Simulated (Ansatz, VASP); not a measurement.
**KI: VASP beside Ansatz**

```
K I
1.0
     0.00000    3.54457    3.54457
     3.54457    0.00000    3.54457
     3.54457    3.54457    0.00000
K I
1 1
Cartesian
  0.0000 0.0000 0.0000
  3.5446 3.5446 3.5446
```

Alike in both runs: task single point; functional PBE; k mesh 6 × 6 × 6; no spin polarisation.

|  | VASP | Ansatz |
| --- | --- | --- |
| version | VASP 6.6.1 | Ansatz 0.2.0 |
| potentials or method | VASP PAW PBE potentials, release 64 (K_sv, I) | plane waves, PAW |
| plane-wave cutoff (eV) | 520 | 420 |
| occupations | gaussian, width 0.01 eV | fixed |
| valence electrons in the cell | 16 | 26 |

|  | VASP | Ansatz | Ansatz less VASP |
| --- | --- | --- | --- |
| gap on the k mesh at the Fermi level (eV) | 3.94 | 3.94 | +0.004 |

VASP's potentials hold 16 valence electrons a cell and Ansatz's 26, so a difference there can come from the potentials and not from the codes.

Neither program's run includes spin-orbit coupling.
